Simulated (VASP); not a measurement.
# GaP (F-43m) in VASP: single point with HSE06

Aim: the single point of GaP with HSE06.

All numbers are computed with VASP 6.6.1; they aren't measurements. Logs are shortened: lines on timing, memory, paths and dates and some standing lists are left out, and cuts for length are marked.

## Step 1: The cell of the first run

It takes space group F-43m (No. 216, cubic). The conventional cell has a = 5.465 Å, b = 5.465 Å, c = 5.465 Å, α = 90.00°, β = 90.00°, γ = 90.00°. Ga (site symmetry -43m) has 4 P at 2.37 Å within 3.1 Å. Within 3.1 Å of P (site symmetry -43m) lie 4 Ga at 2.37 Å.

## Step 2: Single point, HSE06

Input file POSCAR:

```
GaP
1.0
    0.0000000000      2.7327355797      2.7327355797
    2.7327355797      0.0000000000      2.7327355797
    2.7327355797      2.7327355797      0.0000000000
Ga P
1 1
Direct
    0.0000000000      0.0000000000      0.0000000000
    0.2500000000      0.2500000000      0.2500000000
```

Input file INCAR.step1:

```
SYSTEM = GaP
ALGO     = Normal         ! electronic algorithm
EDIFF    = 1E-5           ! SCF threshold, eV
ENCUT    = 520            ! plane-wave cutoff, eV
GGA      = PE             ! functional
ISIF     = 2              ! what is computed and relaxed
ISMEAR   = -1             ! smearing method
LASPH    = .TRUE.         ! aspherical terms in the spheres
LCHARG   = .FALSE.        ! write CHGCAR
LREAL    = .FALSE.        ! projectors in reciprocal space
LWAVE    = .TRUE.         ! write WAVECAR
NBANDS   = 16             ! bands
NELM     = 100            ! most SCF steps
PREC     = Accurate       ! precision mode
SIGMA    = 0.02           ! smearing width, eV
```

Input file INCAR.step2:

```
SYSTEM = GaP
ALGO     = Normal         ! electronic algorithm
EDIFF    = 1E-6           ! SCF threshold, eV
ENCUT    = 520            ! plane-wave cutoff, eV
GGA      = PE             ! functional
HFSCREEN = 0.2079         ! screening, 1/A
ISIF     = 2              ! what is computed and relaxed
ISMEAR   = -1             ! smearing method
ISTART   = 1            
LASPH    = .TRUE.         ! aspherical terms in the spheres
LCHARG   = .FALSE.        ! write CHGCAR
LHFCALC  = .TRUE.         ! exact exchange
LREAL    = .FALSE.        ! projectors in reciprocal space
LWAVE    = .FALSE.        ! write WAVECAR
NBANDS   = 16             ! bands
NELM     = 100            ! most SCF steps
PREC     = Accurate       ! precision mode
PRECFOCK = Normal       
SIGMA    = 0.02           ! smearing width, eV
```

Input file KPOINTS:

```
k-points
0
G
  6 6 6
  0 0 0
```

Potentials or basis: VASP PAW PBE potentials, release 64 (Ga_d, P).

On the command line:

```sh
$ cat potpaw_PBE.64/Ga_d/POTCAR potpaw_PBE.64/P/POTCAR > POTCAR
$ cp INCAR.step1 INCAR
$ mpirun -np 1 vasp_std > vasp.out
$ cp INCAR.step2 INCAR
$ mpirun -np 1 vasp_std > vasp.out
```

OUTCAR:

```text
SYSTEM = GaP
   EDIFF = 1E-6
   ENCUT = 520
   GGA = PE
   HFSCREEN = 0.2079
   ISIF = 2
   ISMEAR = -1
   ISTART = 1
   LASPH = .TRUE.
   LHFCALC = .TRUE.
   LREAL = .FALSE.
   NELM = 100
   PREC = Accurate
   PRECFOCK = Normal

 ion  position               nearest neighbor table
   1  0.000  0.000  0.000-   2 2.37   2 2.37   2 2.37   2 2.37
   2  0.250  0.250  0.250-   1 2.37   1 2.37   1 2.37   1 2.37

  LATTYP: Found a face centered cubic cell.
 ALAT       =     5.4654711594

  Lattice vectors:

 A1 = (   0.0000000000,   2.7327355797,   2.7327355797)
 A2 = (   2.7327355797,   0.0000000000,   2.7327355797)
 A3 = (   2.7327355797,   2.7327355797,   0.0000000000)

Analysis of symmetry for initial positions (statically):
=====================================================================
 Subroutine PRICEL returns:
 Original cell was already a primitive cell.

 Routine SETGRP: Setting up the symmetry group for a
 face centered cubic supercell.

 Subroutine GETGRP returns: Found 24 space group operations
 (whereof 24 operations were pure point group operations)
 out of a pool of 48 trial point group operations.

The static configuration has the point symmetry T_d .

Analysis of symmetry for dynamics (positions and initial velocities):
=====================================================================
 Subroutine PRICEL returns:
 Original cell was already a primitive cell.

 Routine SETGRP: Setting up the symmetry group for a
 face centered cubic supercell.

 Subroutine GETGRP returns: Found 24 space group operations
 (whereof 24 operations were pure point group operations)
 out of a pool of 48 trial point group operations.

The dynamic configuration has the point symmetry T_d .

 Subroutine INISYM returns: Found 24 space group operations
 (whereof 24 operations are pure point group operations),
 and found     1 'primitive' translations

----------------------------------------------------------------------------------------

                                     Primitive cell

  volume of cell :      40.8153

  direct lattice vectors                    reciprocal lattice vectors
     0.000000000  2.732735580  2.732735580    -0.182966842  0.182966842  0.182966842
     2.732735580  0.000000000  2.732735580     0.182966842 -0.182966842  0.182966842
     2.732735580  2.732735580  0.000000000     0.182966842  0.182966842 -0.182966842

  length of vectors
     3.864671719  3.864671719  3.864671719     0.316907867  0.316907867  0.316907867

  position of ions in fractional coordinates (direct lattice)
     0.000000000  0.000000000  0.000000000
     0.250000000  0.250000000  0.250000000

  ion indices of the primitive-cell ions
   primitive index   ion index
                 1           1
                 2           2

----------------------------------------------------------------------------------------

 KPOINTS: k-points

Automatic generation of k-mesh.
 Grid dimensions read from file:
 generate k-points for:    6    6    6

 Generating k-lattice:

  Cartesian coordinates                     Fractional coordinates (reciprocal lattice)
    -0.030494474  0.030494474  0.030494474     0.166666667  0.000000000  0.000000000
     0.030494474 -0.030494474  0.030494474     0.000000000  0.166666667  0.000000000
     0.030494474  0.030494474 -0.030494474     0.000000000  0.000000000  0.166666667

  Length of vectors
     0.052817978  0.052817978  0.052817978

  Shift w.r.t. Gamma in fractional coordinates (k-lattice)
     0.000000000  0.000000000  0.000000000

 Subroutine IBZKPT returns following result:
 ===========================================

 Found     16 irreducible k-points:

 Following reciprocal coordinates:
            Coordinates               Weight
  0.000000  0.000000  0.000000      1.000000
  0.166667  0.000000  0.000000      8.000000
  0.333333  0.000000  0.000000      8.000000
  0.500000  0.000000  0.000000      4.000000
  0.166667  0.166667  0.000000      6.000000
  0.333333  0.166667  0.000000     24.000000
[... 8 lines left out ...]
 -0.333333  0.333333  0.166667     24.000000
 -0.333333  0.500000  0.166667     12.000000
   k-points           NKPTS =     16   k-points in BZ     NKDIM =    216   number of bands    NBANDS=     16
   number of dos      NEDOS =    301   number of ions     NIONS =      2
   total plane-waves  NPLWV =  27000
   dimension x,y,z NGX =    30 NGY =   30 NGZ =   30
   dimension x,y,z NGXF=    60 NGYF=   60 NGZF=   60
   ions per type =               1   1
   NGX,Y,Z   is equivalent  to a cutoff of  12.91, 12.91, 12.91 a.u.
   NGXF,Y,Z  is equivalent  to a cutoff of  25.81, 25.81, 25.81 a.u.
 SYSTEM =  GaP
   PREC   = accura    normal or accurate (medium, high low for compatibility)
   ISTART =      1    job   : 0-new  1-cont  2-samecut
   ICHARG =      0    charge: 1-file 2-atom 10-const
   ISPIN  =      1    spin polarized calculation?
   LNONCOLLINEAR =      F non collinear calculations
   LSORBIT =      F    spin-orbit coupling
   LASPH  =      T    aspherical Exc in radial PAW
   ENCUT  =  520.0 eV  38.22 Ry    6.18 a.u.   7.19  7.19  7.19*2*pi/ulx,y,z
   NELM   =    100;   NELMIN=  2; NELMDL=  0     # of ELM steps
   EDIFF  = 0.1E-05   stopping-criterion for ELM
   LREAL  =      F    real-space projection
   EDIFFG = 0.1E-04   stopping-criterion for IOM
   NSW    =      0    number of steps for IOM
   IBRION =     -1    ionic relax: 0-MD 1-quasi-New 2-CG
   NFREE  =      0    steps in history (QN), initial steepest desc. (CG)
   ISIF   =      2    stress and relaxation
   ISYM   =      3    0-nonsym 1-usesym 2-fastsym
   POTIM  = 0.5000    time-step for ionic-motion
   TEBEG  =    0.0;   TEEND  =   0.0 temperature during run
   PSTRESS=    0.0 pullay stress
   NELECT =      18.0000    total number of electrons
   NUPDOWN=      -1.0000    fix difference up-down
   EMIN   =  10.00;   EMAX   =-10.00  energy-range for DOS
   EFERMI =   0.00;   METHOD = LEGACY
   ISMEAR =    -1;   SIGMA  =   0.02  broadening in eV -4-tet -1-fermi 0-gaus
   EFERMI_NEDOS =   21; number of points for ismear=-14 and -15
   IALGO  =     38    algorithm
   IMIX   =      1    mixing-type and parameters
     AMIX     =   0.40;   BMIX     =  1.00
     AMIX_MAG =   1.60;   BMIX_MAG =  1.00
  volume/ion in A,a.u.               =      20.41       137.72
  Fermi-wavevector in a.u.,A,eV,Ry     =   1.246115  2.354816 21.127155  1.552802
  Thomas-Fermi vector in A             =   2.380307
   LORBIT       =      0    0 simple, 1 ext, 2 COOP (PROOUT), +10 PAW based schemes
   GGA     = PE    functional components
   LHFCALC =     T    Hartree Fock is set to
   PRECFOCK=normal    Normal, Fast or Accurate (Low or Medium for compatibility)
   ENCUT4O =  -1.0   cutoff for four orbital integrals eV
   NKREDX  =     1    reduce k-point grid by
   NKREDY  =     1    reduce k-point grid by
   NKREDZ  =     1    reduce k-point grid by
   AEXX    =    0.2500 exact exchange contribution
   HFSCREEN=    0.2079 screening length (either q_TF or 0.3 A-1)
   HFSCREENC=   0.2079 screening length for correlation (either q_TF or 0.3 A-1)
   ENCUTFOCK=  -1.0 apply spherical cutoff to Coloumb kernel
   IVDW    =     0    specifies the selected vdW correction
   LEPSILON=     F    determine dielectric tensor
   LRPA    =     F    only Hartree local field effects (RPA)
 non-spin polarized calculation
  energy-cutoff  :      520.00
  volume of cell :       40.82
 maximum number of plane-waves:      1113
 NGX is ok and might be reduce to    30
  NGX = 24; NGY = 24; NGZ = 24

 number of electron      17.9999991 magnetization

 Free energy of the ion-electron system (eV)
  ---------------------------------------------------
  ext. energy  EPLUGINS =         0.00000000
  ---------------------------------------------------
  free energy    TOTEN  =       -10.78041281 eV

  energy without entropy =      -10.78041281  energy(sigma->0) =      -10.78041281

 E-fermi :   4.5636     XC(G=0):  -8.1272

 val. band max:        4.1330423167   @ k =   0.0000   0.0000   0.0000
 cond. band min:       6.4421842052   @ k =   0.5000   0.5000   0.0000
 fundamental gap:      2.3091418885
 Fermi energy:         4.5636091433

 k-point     1 :       0.0000    0.0000    0.0000
  band No.  band energies     occupation
      1     -12.9115      2.00000
      2     -12.9115      2.00000
      3     -12.9115      2.00000
      4     -12.8128      2.00000
      5     -12.8128      2.00000
      6      -9.5819      2.00000
[... 8 lines left out ...]
     15      15.0207      0.00000
     16      15.0207      0.00000

 k-point     2 :       0.1667    0.0000    0.0000
  band No.  band energies     occupation
      1     -12.9259      2.00000
      2     -12.9045      2.00000
      3     -12.9045      2.00000
      4     -12.8128      2.00000
      5     -12.8128      2.00000
      6      -9.2041      2.00000
[... 8 lines left out ...]
     15      14.1250      0.00000
     16      15.2424      0.00000

 k-point     3 :       0.3333    0.0000    0.0000
  band No.  band energies     occupation
      1     -12.9534      2.00000
      2     -12.8929      2.00000
      3     -12.8929      2.00000
      4     -12.8103      2.00000
      5     -12.8103      2.00000
      6      -8.1926      2.00000
[... 8 lines left out ...]
     15      14.8756      0.00000
     16      14.8756      0.00000

 k-point     4 :       0.5000    0.0000    0.0000
  band No.  band energies     occupation
      1     -12.9668      2.00000
      2     -12.8885      2.00000
      3     -12.8885      2.00000
      4     -12.8075      2.00000
      5     -12.8075      2.00000
      6      -7.3825      2.00000
[... 8 lines left out ...]
     15      17.0990      0.00000
     16      17.0990      0.00000
[... 172 lines left out ...]
 k-point    14 :       0.5000    0.3333    0.1667
  band No.  band energies     occupation
      1     -12.9738      2.00000
      2     -12.8804      2.00000
      3     -12.8707      2.00000
      4     -12.8250      2.00000
      5     -12.8038      2.00000
      6      -7.3581      2.00000
[... 8 lines left out ...]
     15      17.2088      0.00000
     16      18.7750      0.00000

 k-point    15 :      -0.3333    0.3333    0.1667
  band No.  band energies     occupation
      1     -12.9780      2.00000
      2     -12.8804      2.00000
      3     -12.8644      2.00000
      4     -12.8226      2.00000
      5     -12.8065      2.00000
      6      -6.6702      2.00000
[... 8 lines left out ...]
     15      17.8930      0.00000
     16      18.2104      0.00000

 k-point    16 :      -0.3333    0.5000    0.1667
  band No.  band energies     occupation
      1     -12.9884      2.00000
      2     -12.8708      2.00000
      3     -12.8564      2.00000
      4     -12.8316      2.00000
      5     -12.8016      2.00000
      6      -6.3504      2.00000
[... 8 lines left out ...]
     15      17.3838      0.00000
     16      19.1285      0.00000

------------------------ aborting loop because EDIFF is reached ----------------------------------------

  FORCE on cell =-STRESS in cart. coord.  units (eV):
  Direction    XX          YY          ZZ          XY          YZ          ZX
  --------------------------------------------------------------------------------------
  -------------------------------------------------------------------------------------
  Total       -0.0407313     -0.0407313     -0.0407313     -0.0000000      0.0000000      0.0000000
  in kB       -1.5988822     -1.5988822     -1.5988822     -0.0000000      0.0000000      0.0000000
  external PRESSURE =      -1.5988822 kB  Pullay stress =       0.0000000 kB

 VOLUME and BASIS-vectors are now :
 -----------------------------------------------------------------------------
  energy-cutoff  :      520.00
  volume of cell :       40.82
      direct lattice vectors                 reciprocal lattice vectors
     0.000000000  2.732735580  2.732735580    -0.182966842  0.182966842  0.182966842
     2.732735580  0.000000000  2.732735580     0.182966842 -0.182966842  0.182966842
     2.732735580  2.732735580  0.000000000     0.182966842  0.182966842 -0.182966842

 POSITION                                       TOTAL-FORCE (eV/Angst)
 -----------------------------------------------------------------------------------
      0.00000      0.00000      0.00000         0.000000     -0.000000      0.000000
      1.36637      1.36637      1.36637        -0.000000      0.000000     -0.000000
 -----------------------------------------------------------------------------------
    total drift:                               -0.000038     -0.000037     -0.000028

  FREE ENERGIE OF THE ION-ELECTRON SYSTEM (eV)
  ---------------------------------------------------
  free  energy   TOTEN  =       -10.7804128063 eV

  energy  without entropy=      -10.7804128063  energy(sigma->0) =      -10.78041281
```

Run time: 23 min. Hardware: 1 thread of AMD EPYC 9R45 (Zen 5), shared host; peak memory 0.26 GiB.

Results:

```yaml
Free_energy: -10.7804 eV
Pressure: -0.2 GPa
Band_gap_on_the_k_mesh: 2.31 eV, indirect (least direct gap 2.72 eV)
```

Caveat: the PAW data sets were made with another functional, which shifts forces and pressure a little. A k mesh can miss the band edges.
